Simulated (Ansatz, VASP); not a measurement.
Two plane-wave programs on CrO2

Contents of INCAR:

```
SYSTEM = CrO2
ALGO = Normal ; EDIFF = 1E-6
EDIFFG = -0.03 ; ENCUT = 600
GGA = PE ; IBRION = 2
ISIF = 3 ; ISMEAR = 0
ISPIN = 2 ; LASPH = .TRUE.
LCHARG = .FALSE. ; LMAXMIX = 4
LORBIT = 11 ; LREAL = .FALSE.
LWAVE = .FALSE. ; MAGMOM = 2 2 0 0 0 0
NELM = 150 ; NSW = 80
PREC = Accurate ; SIGMA = 0.05
```

File KPOINTS:

```
k-points
0
G
  4 4 6
  0 0 0
```

POSCAR

```
CrO2
1.0
    4.4210000000      0.0000000000      0.0000000000
    0.0000000000      4.4210000000      0.0000000000
    0.0000000000      0.0000000000      2.9170000000
Cr O
2 4
Direct
    0.0000000000      0.0000000000      0.0000000000
    0.5000000000      0.5000000000      0.5000000000
    0.3010000000      0.3010000000      0.0000000000
    0.1990000000      0.8010000000      0.5000000000
    0.6990000000      0.6990000000      0.0000000000
    0.8010000000      0.1990000000      0.5000000000
```

Input for Ansatz:

```yaml
crystal:
  lattice:
    - [4.421, 0.0, 0.0]
    - [0.0, 4.421, 0.0]
    - [0.0, 0.0, 2.917]
  atoms:
    - { symbol: Cr, position: [0.0, 0.0, 0.0], spin: 2.0 }
    - { symbol: Cr, position: [0.5, 0.5, 0.5], spin: 2.0 }
    - { symbol: O, position: [0.301, 0.301, 0.0] }
    - { symbol: O, position: [0.199, 0.801, 0.5] }
    - { symbol: O, position: [0.699, 0.699, 0.0] }
    - { symbol: O, position: [0.801, 0.199, 0.5] }
basis:
  ecutwfc: 420
  ecutrho_ratio: 4
kpoints:
  mp_grid: { grid: [4, 4, 6] }
hamiltonian:
  xc: pbe
scf:
  occupations: { method: gaussian, width: 0.05 }
output:
  forces: true
  stress: true
  eigenvalues: true
  populations: true
magnetization:
  spin_polarized: true
relax:
  f_tol: 0.03
  max_steps: 60
  cell: { stress_tol: 0.3 }
```

Alike in both runs: task relaxation of cell and atoms; functional PBE; k mesh 4 × 4 × 6; occupations gaussian, width 0.05 eV; collinear spin.

|  | VASP | Ansatz |
| --- | --- | --- |
| version | VASP 6.6.1 | Ansatz 0.2.0 |
| potentials or method | VASP PAW PBE potentials, release 64 (Cr_pv, O), cutoff 600 eV | scalar-relativistic, plane waves, PAW |
| valence electrons in the cell | 48 | 52 |

|  | VASP | Ansatz | Ansatz less VASP |
| --- | --- | --- | --- |
| gap on the k mesh at the Fermi level, each at its own relaxed structure (eV) | none | none | - |
| net moment per atom (μB) | 0.67 | 0.67 | 0.000 |
| size of the moment on the site where the two differ most (μB) | 2.11 | 1.75 | -0.358 |
| relaxed volume (Å³/atom) | 9.64 | 9.61 | -0.022 |
| relaxed cell length with the largest relative difference (Å) | 4.448 | 4.444 | -0.0039 |

Site moments also hang on the region over which each program counts them. A gap of «none» marks a metal or a gap that the smearing closes. VASP's potentials hold 48 valence electrons a cell and Ansatz's 52, so a difference there can come from the potentials and not from the codes.
